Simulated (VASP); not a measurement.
Input of a VASP 6.6.1 run:

INCAR

```
ALGO     = Normal         # electronic algorithm
EDIFF    = 1E-6           # SCF threshold, eV
ENCUT    = 520            # plane-wave cutoff, eV
GGA      = PE             # functional
ISIF     = 2              # what is computed and relaxed
ISMEAR   = 0              # smearing method
LASPH    = True           # aspherical terms in the spheres
LCHARG   = False          # write CHGCAR
LREAL    = False          # projectors in reciprocal space
LWAVE    = False          # write WAVECAR
NBANDS   = 26             # bands
NELM     = 60             # most SCF steps
PREC     = Accurate       # precision mode
SIGMA    = 0.05           # smearing width, eV
```

File KPOINTS:

```
k-points
0
Gamma
  12 12 6
```

The input POSCAR:

```
GaN
1.0
    3.1799996605      0.0000000000      0.0000000000
   -1.5899998303      2.6438020704      0.0000000000
    0.0000000000      0.0000000000      5.1660000000
Ga N
2 2
Direct
    0.3333333333      0.6666666667      0.0000000000
    0.6666666667      0.3333333333      0.5000000000
    0.3333333333      0.6666666667      0.3750000000
    0.6666666667      0.3333333333      0.8750000000
```

Potentials or basis: VASP PAW PBE potentials, release 64 (Ga_d, N).

Run with:

```sh
$ cat potpaw_PBE.64/Ga_d/POTCAR potpaw_PBE.64/N/POTCAR > POTCAR
$ mpirun -np 1 vasp_std > vasp.out
```

Q: Predict the band gap on the k mesh.

A: 2.08 eV.

Q: What does it give for the largest force?

A: 0.551 eV/Å.

Q: Estimate the pressure.

A: 16.6 GPa.

Stress tensor (GPa, compression positive):
```
11.69  0.00  0.00
 0.00 26.08  0.00
 0.00  0.00 12.00
```

Caveat: the cell differs from its parent crystal (strain -0.0400 x Voigt [0, 1, 0, 0, 0, 0]); the stress differs along the axes, from 12 to 26 GPa.
